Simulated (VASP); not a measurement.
Crystal: GdO.

```
Gd O
1.0
     0.00000    2.70000    2.70000
     2.70000    0.00000    2.70000
     2.70000    2.70000    0.00000
Gd O
1 1
Cartesian
  0.0000 0.0000 0.0000
  4.0500 4.0500 4.0500
```

Base run:

```yaml
Program: VASP 6.6.1
Functional: PBE
Potentials_or_basis: VASP PAW PBE potentials, release 64 (Gd, O)
Cutoff: 520 eV
k_mesh: 9 × 9 × 9
Occupations: fermi-dirac, width 0.05 eV
Spin: collinear spin, ferromagnetic start
Starting_moments: "[7.0, 0.0] μB"
Hubbard_terms: Gd f U = 6.0 eV
```

Its results: pressure -0.1 GPa; net moment 7.93 μB per cell; site moments Gd +7.07; O +0.01 μB.

Q: After a change of settings the same cell gave: pressure -0.5 GPa; net moment 7.57 μB per cell; site moments Gd +6.87; O -0.02 μB. Which change was it?
A. hubbard terms from Gd f U = 6.0 eV to none
B. hubbard terms from Gd f U = 6.0 eV to Gd f U = 8.0 eV
C. functional from PBE to LDA; hubbard terms from Gd f U = 6.0 eV to none

A: A.

Caveats: a cell with one magnetic atom can't hold antiferromagnetic order, which such compounds often take.
